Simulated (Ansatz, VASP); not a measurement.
# Pb: VASP beside Ansatz

INCAR

```
SYSTEM = Pb
PREC = Accurate
ENCUT = 500
EDIFF = 1E-6
ISMEAR = 0
SIGMA = 0.1
LREAL = .False.
LASPH = .True.
NELM = 120
ALGO = Normal
ISIF = 2
LWAVE = .False.
LCHARG = .False.
NBANDS = 13
GGA_COMPAT = .False.
```

Contents of KPOINTS:

```
regular mesh
0
Gamma
  6 6 6
  0 0 0
```

File POSCAR:

```
Pb
1.0
   -1.9796595667      1.9796595667      1.9796595667
    1.9796595667     -1.9796595667      1.9796595667
    1.9796595667      1.9796595667     -1.9796595667
Pb
1
Direct
    0.0000000000      0.0000000000      0.0000000000
```

Input for Ansatz:

```yaml
crystal:
  lattice:
    - [-1.9796595667, 1.9796595667, 1.9796595667]
    - [1.9796595667, -1.9796595667, 1.9796595667]
    - [1.9796595667, 1.9796595667, -1.9796595667]
  atoms:
    - { symbol: Pb, position: [0.0, 0.0, 0.0] }
basis:
  ecutwfc: 420
kpoints:
  mp_grid: { grid: [6, 6, 6] }
hamiltonian:
  xc: lda
scf:
  occupations: { method: gaussian, width: 0.1 }
output:
  forces: true
  stress: true
  eigenvalues: true
```

Alike in both runs: task single point; functional LDA; k mesh 6 × 6 × 6; occupations gaussian, width 0.1 eV; no spin polarisation.

|  | VASP | Ansatz |
| --- | --- | --- |
| version | VASP 6.6.1 | Ansatz 0.2.0 |
| potentials or method | VASP PAW LDA potentials, release 64 (Pb_d), cutoff 500 eV | scalar-relativistic, plane waves, PAW |
| valence electrons in the cell | 14 | 14 |

```tsv
	VASP	Ansatz	Ansatz less VASP
gap on the k mesh at the Fermi level (eV)	none	none	-
pressure (GPa)	-3.3	-3.3	-0.07
```

LDA's correlation is that of Perdew and Zunger in VASP and of Perdew and Wang (1992) in Ansatz. A gap of «none» marks a metal or a gap that the smearing closes.

The k mesh is coarse, so the values compare programs but aren't converged. Spin-orbit coupling is off throughout.
